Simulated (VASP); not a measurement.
A run of VASP 6.6.1:

Contents of INCAR:

```
SYSTEM = Ni
PREC = Accurate
ENCUT = 520
EDIFF = 1E-7
ISMEAR = 0
SIGMA = 0.15
LREAL = .False.
LASPH = .True.
NELM = 150
ALGO = Normal
ISIF = 2
LWAVE = .False.
LCHARG = .False.
ISPIN = 2
MAGMOM = 0.125
LORBIT = 11
NUPDOWN = 0.125
LMAXMIX = 4
GGA = PE
NBANDS = 15
```

File KPOINTS:

```
regular mesh
0
Gamma
  24 24 24
  0 0 0
```

POSCAR

```
Ni
1.0
    0.0000000000      1.6857517331      1.6857517331
    1.6857517331      0.0000000000      1.6857517331
    1.6857517331      1.6857517331      0.0000000000
Ni
1
Direct
    0.0000000000      0.0000000000      0.0000000000
```

Potentials or basis: VASP PAW PBE potentials, release 64 (Ni).

Launch:

```sh
$ cat potpaw_PBE.64/Ni/POTCAR > POTCAR
$ mpirun -np 1 vasp_std > vasp.out
```

Hardware: 1 thread of AMD EPYC 9R45 96-Core Processor (Zen 5) (shared host).

Question: How long does it take, and how much memory?

Answer: Wall time 64 s on 1 thread of AMD EPYC 9R45 96-Core Processor (Zen 5) (shared host), peak memory 0.17 GiB. Counts: scf iterations 13, k points 413.
